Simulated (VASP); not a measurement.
# Sb (Im-3m) in VASP: a series of runs

Aim: see how the results for Sb move with the level of theory and the settings. Levels: HSE06, PBEsol-based screened hybrid with 25 % exact exchange, PBEsol-based global hybrid with 25 % exact exchange. Tasks: relaxation of cell and atoms.

Program: VASP 6.6.1. These are calculated values, not measurements. Logs are shortened: lines on timing, memory, paths and dates and some standing lists are left out, and cuts for length are marked.

## (1) The cell of the first run

It takes space group Im-3m (No. 229, cubic). The conventional cell has a = 3.743 Å, b = 3.743 Å, c = 3.743 Å, α = 90.00°, β = 90.00°, γ = 90.00°. Sb (site symmetry m-3m) has 14 Sb at 3.24 to 3.74 Å within 4.3 Å.

This isn't the form of Sb at room conditions, which is rhombohedral.

## (2) Relaxation of cell and atoms, HSE06

Contents of POSCAR:

```
Sb
1.0
   -1.8713408863      1.8713408863      1.8713408863
    1.8713408863     -1.8713408863      1.8713408863
    1.8713408863      1.8713408863     -1.8713408863
Sb
1
Direct
    0.0000000000      0.0000000000      0.0000000000
```

Contents of INCAR.step1:

```
SYSTEM = Sb
PREC = Accurate ; ENCUT = 500
EDIFF = 1E-5 ; ISMEAR = -1
SIGMA = 0.05 ; LREAL = .FALSE.
LASPH = .TRUE. ; NELM = 120
ALGO = Normal ; LWAVE = .TRUE.
LCHARG = .FALSE. ; GGA = PE
NBANDS = 14 ; GGA_COMPAT = .FALSE.
IBRION = 2 ; ISIF = 3
EDIFFG = -0.005 ; NELMIN = 4
NSW = 100
```

Contents of INCAR.step2:

```
SYSTEM = Sb
PREC = Accurate ; ENCUT = 500
EDIFF = 1E-7 ; ISMEAR = -1
SIGMA = 0.05 ; LREAL = .FALSE.
LASPH = .TRUE. ; NELM = 120
ALGO = Normal ; ISIF = 3
LWAVE = .FALSE. ; LCHARG = .FALSE.
GGA = PE ; LHFCALC = .TRUE.
HFSCREEN = 0.2079 ; PRECFOCK = Normal
IBRION = 2 ; NSW = 60
EDIFFG = -0.01 ; ISTART = 1
GGA_COMPAT = .FALSE. ; NELMIN = 4
```

Contents of KPOINTS:

```
Automatic mesh
0
G
  5 5 5
  0 0 0
```

Potentials or basis: VASP PAW PBE potentials, release 64 (Sb_d_GW).

On the command line:

```bash
$ cat potpaw_PBE.64/Sb_d_GW/POTCAR > POTCAR
$ cp INCAR.step1 INCAR
$ mpirun -np 1 vasp_std > vasp.out
$ cp INCAR.step2 INCAR
$ mpirun -np 1 vasp_std > vasp.out
```

OUTCAR:

```text
SYSTEM = Sb
   PREC = Accurate
   ENCUT = 500
   EDIFF = 1E-7
   ISMEAR = -1
   LREAL = .FALSE.
   LASPH = .TRUE.
   NELM = 120
   ISIF = 3
   GGA = PE
   LHFCALC = .TRUE.
   HFSCREEN = 0.2079
   PRECFOCK = Normal
   IBRION = 2
   NSW = 60
   EDIFFG = -0.01
   ISTART = 1
   NELMIN = 4

 ion  position               nearest neighbor table
   1  0.000  0.000  0.000-

  LATTYP: Found a body centered cubic cell.
 ALAT       =     3.7426817726

  Lattice vectors:

 A1 = (  -1.8713408863,   1.8713408863,   1.8713408863)
 A2 = (   1.8713408863,  -1.8713408863,   1.8713408863)
 A3 = (   1.8713408863,   1.8713408863,  -1.8713408863)

Analysis of symmetry for initial positions (statically):
=====================================================================
 Subroutine PRICEL returns:
 Original cell was already a primitive cell.

 Routine SETGRP: Setting up the symmetry group for a
 body centered cubic supercell.

 Subroutine GETGRP returns: Found 48 space group operations
 (whereof 48 operations were pure point group operations)
 out of a pool of 48 trial point group operations.

The static configuration has the point symmetry O_h .

Analysis of symmetry for dynamics (positions and initial velocities):
=====================================================================
 Subroutine PRICEL returns:
 Original cell was already a primitive cell.

 Routine SETGRP: Setting up the symmetry group for a
 body centered cubic supercell.

 Subroutine GETGRP returns: Found 48 space group operations
 (whereof 48 operations were pure point group operations)
 out of a pool of 48 trial point group operations.

The dynamic configuration has the point symmetry O_h .

 Subroutine INISYM returns: Found 48 space group operations
 (whereof 48 operations are pure point group operations),
 and found     1 'primitive' translations

----------------------------------------------------------------------------------------

                                     Primitive cell

  volume of cell :      26.2131

  direct lattice vectors                    reciprocal lattice vectors
    -1.871340886  1.871340886  1.871340886     0.000000000  0.267188092  0.267188092
     1.871340886 -1.871340886  1.871340886     0.267188092  0.000000000  0.267188092
     1.871340886  1.871340886 -1.871340886     0.267188092  0.267188092  0.000000000

  length of vectors
     3.241257493  3.241257493  3.241257493     0.377861023  0.377861023  0.377861023

  position of ions in fractional coordinates (direct lattice)
     0.000000000  0.000000000  0.000000000

  ion indices of the primitive-cell ions
   primitive index   ion index
                 1           1

----------------------------------------------------------------------------------------

 KPOINTS: Automatic mesh

Automatic generation of k-mesh.
 Grid dimensions read from file:
 generate k-points for:    5    5    5

 Generating k-lattice:

  Cartesian coordinates                     Fractional coordinates (reciprocal lattice)
     0.000000000  0.053437618  0.053437618     0.200000000  0.000000000  0.000000000
     0.053437618  0.000000000  0.053437618     0.000000000  0.200000000  0.000000000
     0.053437618  0.053437618  0.000000000     0.000000000  0.000000000  0.200000000

  Length of vectors
     0.075572205  0.075572205  0.075572205

  Shift w.r.t. Gamma in fractional coordinates (k-lattice)
     0.000000000  0.000000000  0.000000000

 Subroutine IBZKPT returns following result:
 ===========================================

 Found     10 irreducible k-points:

 Following reciprocal coordinates:
            Coordinates               Weight
  0.000000  0.000000  0.000000      1.000000
  0.200000  0.000000  0.000000     12.000000
  0.400000  0.000000  0.000000     12.000000
  0.200000  0.200000  0.000000     24.000000
  0.400000  0.200000  0.000000     24.000000
  0.200000  0.200000  0.200000      8.000000
 -0.200000  0.200000  0.200000      6.000000
 -0.400000  0.400000  0.200000     24.000000
 -0.400000 -0.400000  0.200000      8.000000
 -0.400000  0.400000  0.400000      6.000000
   k-points           NKPTS =     10   k-points in BZ     NKDIM =    125   number of bands    NBANDS=     11
   number of dos      NEDOS =    301   number of ions     NIONS =      1
   total plane-waves  NPLWV =  13824
   dimension x,y,z NGX =    24 NGY =   24 NGZ =   24
   dimension x,y,z NGXF=    48 NGYF=   48 NGZF=   48
   ions per type =               1
   NGX,Y,Z   is equivalent  to a cutoff of  12.31, 12.31, 12.31 a.u.
   NGXF,Y,Z  is equivalent  to a cutoff of  24.62, 24.62, 24.62 a.u.
 SYSTEM =  Sb
   PREC   = accura    normal or accurate (medium, high low for compatibility)
   ISTART =      1    job   : 0-new  1-cont  2-samecut
   ICHARG =      0    charge: 1-file 2-atom 10-const
   ISPIN  =      1    spin polarized calculation?
   LNONCOLLINEAR =      F non collinear calculations
   LSORBIT =      F    spin-orbit coupling
   LASPH  =      T    aspherical Exc in radial PAW
   ENCUT  =  500.0 eV  36.75 Ry    6.06 a.u.   5.91  5.91  5.91*2*pi/ulx,y,z
   NELM   =    120;   NELMIN=  4; NELMDL=  0     # of ELM steps
   EDIFF  = 0.1E-06   stopping-criterion for ELM
   LREAL  =      F    real-space projection
   EDIFFG = -.1E-01   stopping-criterion for IOM
   NSW    =     60    number of steps for IOM
   IBRION =      2    ionic relax: 0-MD 1-quasi-New 2-CG
   NFREE  =      1    steps in history (QN), initial steepest desc. (CG)
   ISIF   =      3    stress and relaxation
   ISYM   =      3    0-nonsym 1-usesym 2-fastsym
   POTIM  = 0.5000    time-step for ionic-motion
   TEBEG  =    0.0;   TEEND  =   0.0 temperature during run
   PSTRESS=    0.0 pullay stress
   NELECT =      15.0000    total number of electrons
   NUPDOWN=      -1.0000    fix difference up-down
   EMIN   =  10.00;   EMAX   =-10.00  energy-range for DOS
   EFERMI =   0.00;   METHOD = LEGACY
   ISMEAR =    -1;   SIGMA  =   0.05  broadening in eV -4-tet -1-fermi 0-gaus
   EFERMI_NEDOS =   21; number of points for ismear=-14 and -15
   IALGO  =     38    algorithm
   IMIX   =      1    mixing-type and parameters
     AMIX     =   0.40;   BMIX     =  1.00
     AMIX_MAG =   1.60;   BMIX_MAG =  1.00
  volume/ion in A,a.u.               =      26.21       176.89
  Fermi-wavevector in a.u.,A,eV,Ry     =   1.359145  2.568411 25.133691  1.847274
  Thomas-Fermi vector in A             =   2.485918
   LORBIT       =      0    0 simple, 1 ext, 2 COOP (PROOUT), +10 PAW based schemes
   GGA     = PE    functional components
   LHFCALC =     T    Hartree Fock is set to
   PRECFOCK=normal    Normal, Fast or Accurate (Low or Medium for compatibility)
   ENCUT4O =  -1.0   cutoff for four orbital integrals eV
   NKREDX  =     1    reduce k-point grid by
   NKREDY  =     1    reduce k-point grid by
   NKREDZ  =     1    reduce k-point grid by
   AEXX    =    0.2500 exact exchange contribution
   HFSCREEN=    0.2079 screening length (either q_TF or 0.3 A-1)
   HFSCREENC=   0.2079 screening length for correlation (either q_TF or 0.3 A-1)
   ENCUTFOCK=  -1.0 apply spherical cutoff to Coloumb kernel
   IVDW    =     0    specifies the selected vdW correction
   LEPSILON=     F    determine dielectric tensor
   LRPA    =     F    only Hartree local field effects (RPA)
 conjugate gradient relaxation of ions
 non-spin polarized calculation
  energy-cutoff  :      500.00
  volume of cell :       26.21
 maximum number of plane-waves:       676
  NGX = 18; NGY = 18; NGZ = 18

--------------------------------------- Ionic step        1  -------------------------------------------

 number of electron      14.9999987 magnetization

 Free energy of the ion-electron system (eV)
  ---------------------------------------------------
  ext. energy  EPLUGINS =         0.00000000
  ---------------------------------------------------
  free energy    TOTEN  =        -4.59583899 eV

  energy without entropy =       -4.56951232  energy(sigma->0) =       -4.58267566

------------------------ aborting loop because EDIFF is reached ----------------------------------------

  FORCE on cell =-STRESS in cart. coord.  units (eV):
  Direction    XX          YY          ZZ          XY          YZ          ZX
  --------------------------------------------------------------------------------------
  -------------------------------------------------------------------------------------
  Total       -0.1241798     -0.1241798     -0.1241798     -0.0000000     -0.0000000     -0.0000000
  in kB       -7.5900204     -7.5900204     -7.5900204     -0.0000000     -0.0000000     -0.0000000
  external PRESSURE =      -7.5900204 kB  Pullay stress =       0.0000000 kB

 VOLUME and BASIS-vectors are now :
 -----------------------------------------------------------------------------
  energy-cutoff  :      500.00
  volume of cell :       26.21
      direct lattice vectors                 reciprocal lattice vectors
    -1.871340886  1.871340886  1.871340886     0.000000000  0.267188092  0.267188092
     1.871340886 -1.871340886  1.871340886     0.267188092  0.000000000  0.267188092
     1.871340886  1.871340886 -1.871340886     0.267188092  0.267188092  0.000000000
[... 36 lines left out ...]
 POSITION                                       TOTAL-FORCE (eV/Angst)
 -----------------------------------------------------------------------------------
      1.86013     -1.86013      1.86013        -0.000000     -0.000000     -0.000000
 -----------------------------------------------------------------------------------
    total drift:                               -0.000001      0.000000      0.000001

  FREE ENERGIE OF THE ION-ELECTRON SYSTEM (eV)
  ---------------------------------------------------
  free  energy   TOTEN  =        -4.5967473162 eV

  energy  without entropy=       -4.5711452235  energy(sigma->0) =       -4.58394627

--------------------------------------- Ionic step        3  -------------------------------------------

 number of electron      14.9999983 magnetization

 Free energy of the ion-electron system (eV)
  ---------------------------------------------------
  ext. energy  EPLUGINS =         0.00000000
  ---------------------------------------------------
  free energy    TOTEN  =        -4.59684615 eV

  energy without entropy =       -4.57101678  energy(sigma->0) =       -4.58393147

 E-fermi :   6.7700     XC(G=0):  -8.9568

 val. band max:        6.7631857909   @ k =   0.2000   0.2000   0.0000
 cond. band min:       6.7983787405   @ k =  -0.4000   0.4000   0.2000
 fundamental gap:      0.0351929496
 Fermi energy:         6.7700019085

 k-point     1 :       0.0000    0.0000    0.0000
  band No.  band energies     occupation
      1     -25.2320      2.00000
      2     -25.2320      2.00000
      3     -25.2320      2.00000
      4     -25.1417      2.00000
      5     -25.1417      2.00000
      6      -8.0686      2.00000
      7      13.2106      0.00000
      8      13.2106      0.00000
      9      13.2106      0.00000
     10      18.9347      0.00000
     11      18.9347      0.00000

 k-point     2 :       0.2000    0.0000    0.0000
  band No.  band energies     occupation
      1     -25.2410      2.00000
      2     -25.2173      2.00000
      3     -25.1837      2.00000
      4     -25.1513      2.00000
      5     -25.1444      2.00000
      6      -7.1045      2.00000
      7       8.1018      0.00000
      8      11.0222      0.00000
      9      12.4058      0.00000
     10      15.6788      0.00000
     11      16.0568      0.00000
[... 132 lines left out ...]
 POSITION                                       TOTAL-FORCE (eV/Angst)
 -----------------------------------------------------------------------------------
      0.00000      0.00000     -0.00000        -0.000000      0.000000     -0.000000
 -----------------------------------------------------------------------------------
    total drift:                               -0.000001      0.000000     -0.000001

  FREE ENERGIE OF THE ION-ELECTRON SYSTEM (eV)
  ---------------------------------------------------
  free  energy   TOTEN  =        -4.5968461513 eV

  energy  without entropy=       -4.5710167850  energy(sigma->0) =       -4.58393147

 reached required accuracy - stopping structural energy minimisation
```

Wall time 21 min (1 thread of Intel Xeon Platinum 8259CL at 2.50GHz (Skylake/Cascade Lake), shared host); peak memory 0.26 GiB.

What came out:

```yaml
Free_energy: -4.5968 eV
Relaxed_volume: 25.85 Å³/atom
Relaxed_cell: a = 3.226 Å, b = 3.226 Å, c = 3.226 Å, α = 109.47°, β = 109.47°, γ = 109.47°
Space_group_after_relaxing_to_0.1_Å: Im-3m (No. 229)
Energy_gained_by_relaxing: 1.0 meV/atom
Ionic_steps: 3
Pressure_after_relaxing: 0.0 GPa
Band_gap_on_the_k_mesh: zero (an odd number of electrons rules out a gap without spin polarisation)
```

The path:
```
step  energy change (eV)  largest force (eV/Å)  pressure (GPa)  volume (Å³)
   1              0.0000                0.0000           -0.76        26.21
   2             -0.0009                0.0000            0.38        25.74
   3             -0.0010                0.0000            0.00        25.85
```

Final structure:
```yaml
crystal:
  lattice:
    - [-1.86264, 1.86264, 1.86264]
    - [1.86264, -1.86264, 1.86264]
    - [1.86264, 1.86264, -1.86264]
  atoms:
    - { symbol: Sb, position: [0.00000, 0.00000, 0.00000] }
```

Caveat: the k points lie up to 0.48 Å⁻¹ apart in the final cell, too coarse for converged energies and pressures of a metal; the PAW data sets were made with another functional, which shifts forces and pressure a little; spin-orbit coupling is left out, which moves the levels of the heavy elements; an odd number of electrons without spin polarisation forces a metal; a magnetic or distorted state may lie lower.

## (3) Relaxation of cell and atoms, PBEsol-based screened hybrid with 25 % exact exchange

POSCAR is that of step 2.

Contents of INCAR.step1:

```
SYSTEM = Sb
PREC     = Accurate       ! precision mode
ENCUT    = 500            ! plane-wave cutoff, eV
EDIFF    = 1E-5           ! SCF threshold, eV
ISMEAR   = -1             ! smearing method
SIGMA    = 0.05           ! smearing width, eV
LREAL    = .False.        ! projectors in reciprocal space
LASPH    = .True.         ! aspherical terms in the spheres
NELM     = 120            ! most SCF steps
ALGO     = Normal         ! electronic algorithm
LWAVE    = .True.         ! write WAVECAR
LCHARG   = .False.        ! write CHGCAR
GGA      = PE             ! functional
NBANDS   = 14             ! bands
GGA_COMPAT= .False.      
IBRION   = 2              ! ionic algorithm
ISIF     = 3              ! what is computed and relaxed
EDIFFG   = -0.005         ! ionic threshold
NELMIN   = 4            
NSW      = 100            ! ionic steps
```

Contents of INCAR.step2:

```
SYSTEM = Sb
PREC     = Accurate       ! precision mode
ENCUT    = 500            ! plane-wave cutoff, eV
EDIFF    = 1E-7           ! SCF threshold, eV
ISMEAR   = -1             ! smearing method
SIGMA    = 0.05           ! smearing width, eV
LREAL    = .False.        ! projectors in reciprocal space
LASPH    = .True.         ! aspherical terms in the spheres
NELM     = 120            ! most SCF steps
ALGO     = Normal         ! electronic algorithm
ISIF     = 3              ! what is computed and relaxed
LWAVE    = .False.        ! write WAVECAR
LCHARG   = .False.        ! write CHGCAR
GGA      = PS             ! functional
LHFCALC  = .True.         ! exact exchange
AEXX     = 0.25           ! exact-exchange fraction
HFSCREEN = 0.207          ! screening, 1/A
PRECFOCK = Normal       
IBRION   = 2              ! ionic algorithm
NSW      = 60             ! ionic steps
EDIFFG   = -0.01          ! ionic threshold
ISTART   = 1            
GGA_COMPAT= .False.      
NELMIN   = 4
```

Contents of KPOINTS:

```
Automatic mesh
0
Gamma
  5 5 5
  0 0 0
```

Potentials or basis: VASP PAW PBE potentials, release 64 (Sb_d_GW).

On the command line:

```bash
$ cat potpaw_PBE.64/Sb_d_GW/POTCAR > POTCAR
$ cp INCAR.step1 INCAR
$ mpirun -np 1 vasp_std > vasp.out
$ cp INCAR.step2 INCAR
$ mpirun -np 1 vasp_std > vasp.out
```

Wall time 19 min (1 thread of AMD EPYC 7R13 (Zen 3), shared host); peak memory 0.23 GiB.

Results (log left out):

* Free energy: -4.9180 eV
* Relaxed volume: 25.14 Å³/atom
* Relaxed cell: a = 3.196 Å, b = 3.196 Å, c = 3.196 Å, α = 109.47°, β = 109.47°, γ = 109.47°
* Space group after relaxing (to 0.1 Å): Im-3m (No. 229)
* Energy gained by relaxing: 9.5 meV/atom
* Ionic steps: 3
* Pressure after relaxing: 0.0 GPa
* Band gap on the k mesh: zero (an odd number of electrons rules out a gap without spin polarisation)

Step by step:
| step | energy change (eV) | largest force (eV/Å) | pressure (GPa) | volume (Å³) |
| --- | --- | --- | --- | --- |
| 1 | 0.0000 | 0.0000 | -2.68 | 26.21 |
| 2 | -0.0065 | 0.0000 | 1.83 | 24.59 |
| 3 | -0.0095 | 0.0000 | -0.01 | 25.14 |

Final structure:
```
CELL_PARAMETERS angstrom
-1.84541 1.84541 1.84541
1.84541 -1.84541 1.84541
1.84541 1.84541 -1.84541
ATOMIC_POSITIONS crystal
Sb 0.00000 0.00000 0.00000
```

Levels at points of the mesh, in eV from the Fermi level:
| k point | band 5 | band 6 | band 7 | band 8 | band 9 | band 10 |
| --- | --- | --- | --- | --- | --- | --- |
| (0.00, 0.00, 0.00) | -31.83 | -15.09 | 6.67 | 6.67 | 6.67 | 12.38 |

Caveat: the k points lie up to 0.48 Å⁻¹ apart in the final cell, too coarse for converged energies and pressures of a metal; the PAW data sets were made with another functional, which shifts forces and pressure a little; spin-orbit coupling is left out, which moves the levels of the heavy elements; an odd number of electrons without spin polarisation forces a metal; a magnetic or distorted state may lie lower.

(Continued in part 2 of 2.)

The gap in the log of VASP goes by the Fermi energy; the results here count the filled bands.